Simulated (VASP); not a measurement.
Runs of VASP 6.6.1 on GaN. The structure is that of space group F-43m (No. 216), or close to it. The cells are those of the table. 

| cell | gap on the mesh (eV) | pressure (GPa) |
| --- | --- | --- |
| a = 3.307, b = 3.307, c = 3.267 Å, angles 60.4, 60.4, 59.2°, 2 atoms | 1.43 | -15.6 |
| a = 3.068, b = 3.068, c = 3.107 Å, angles 59.6, 59.6, 60.9°, 2 atoms | 2.72 | 24.5 |
| a = 3.229, b = 3.229, c = 3.107 Å, angles 61.2, 61.2, 57.5°, 2 atoms | 1.98 | -0.1 |
| a = 3.108, b = 3.108, c = 3.028 Å, angles 60.9, 60.9, 58.3°, 2 atoms | (c) | (b) |
| a = 3.149, b = 3.149, c = 3.028 Å, angles 61.3, 61.3, 57.5°, 2 atoms | 2.48 | (a) |

Alike in all rows: task single point; level r2SCAN; potentials or basis VASP PAW PBE potentials, release 64 (Ga_d, N); no spin polarisation; k mesh 10 × 10 × 10; cutoff (eV) 520; smearing gaussian 0.05 eV.

**Question.** Fill in the values left out.

**Answer.** (a) 17.2; (b) 24.4; (c) 2.70.

Caveats: the PAW data sets were made with another functional, which shifts forces and pressure a little; the cell stands under tension (at least some runs); the cell stands under pressure (at least some runs); the stress differs along the axes, from -8 to 4 GPa (at least some runs); the stress differs along the axes, from 20 to 27 GPa (at least some runs); the stress differs along the axes, from 10 to 21 GPa (at least some runs).

A k mesh can miss the band edges, and the runs leave out spin-orbit coupling on Ga.
